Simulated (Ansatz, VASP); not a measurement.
**Two plane-wave programs on Hg**

Contents of INCAR:

```
PREC     = Accurate       # precision mode
ENCUT    = 520            # plane-wave cutoff, eV
EDIFF    = 1E-6           # SCF threshold, eV
ISMEAR   = 0              # smearing method
SIGMA    = 0.15           # smearing width, eV
LREAL    = F              # projectors in reciprocal space
LASPH    = T              # aspherical terms in the spheres
NELM     = 80             # most SCF steps
ALGO     = Fast           # electronic algorithm
ISIF     = 2              # what is computed and relaxed
LWAVE    = F              # write WAVECAR
LCHARG   = T              # write CHGCAR
GGA      = PS             # functional
LELF     = T              # ELF
LVHAR    = T            
NBANDS   = 12             # bands
```

File KPOINTS:

```
Automatic mesh
0
Gamma
  18 18 18
```

Contents of POSCAR:

```
Hg
1.0
   -2.0076041500      2.0076041500      1.8022580000
    2.0076041500     -2.0076041500      1.8022580000
    2.0076041500      2.0076041500     -1.8022580000
Hg
1
Direct
    0.0000000000      0.0000000000      0.0000000000
```

Input for Ansatz:

```yaml
crystal:
  lattice:
    - [-2.00760415, 2.00760415, 1.802258]
    - [2.00760415, -2.00760415, 1.802258]
    - [2.00760415, 2.00760415, -1.802258]
  atoms:
    - { symbol: Hg, position: [0.0, 0.0, 0.0] }
basis:
  ecutwfc: 420
kpoints:
  mp_grid: { grid: [18, 18, 18] }
hamiltonian:
  xc: pbesol
scf:
  occupations: { method: gaussian, width: 0.15 }
output:
  forces: true
  stress: true
  eigenvalues: true
```

Change from the starting cell: strain -0.030 along x and y, +0.000 along z, atoms carried along.

Alike in both runs: task single point; functional PBEsol; k mesh 18 × 18 × 18; occupations gaussian, width 0.15 eV; no spin polarisation.

|  | VASP | Ansatz |
| --- | --- | --- |
| version | VASP 6.6.1 | Ansatz 0.2.0 |
| potentials or method | VASP PAW PBE potentials, release 64 (Hg), cutoff 520 eV | scalar-relativistic, plane waves, PAW |
| valence electrons in the cell | 12 | 20 |

|  | VASP | Ansatz | Ansatz less VASP |
| --- | --- | --- | --- |
| gap on the k mesh at the Fermi level (eV) | none | none | - |
| pressure (GPa) | -3.0 | -3.2 | -0.12 |
| traceless stress, the component that is largest in VASP (GPa) | 0.05 | 0.05 | -0.002 |

VASP's potentials were made for PBE, not for PBEsol. A gap of «none» marks a metal or a gap that the smearing closes. With one functional, cell and mesh, what is left measures potentials, basis and numerics. VASP's potentials hold 12 valence electrons a cell and Ansatz's 20, so a difference there can come from the potentials and not from the codes.

Neither program's run includes spin-orbit coupling.
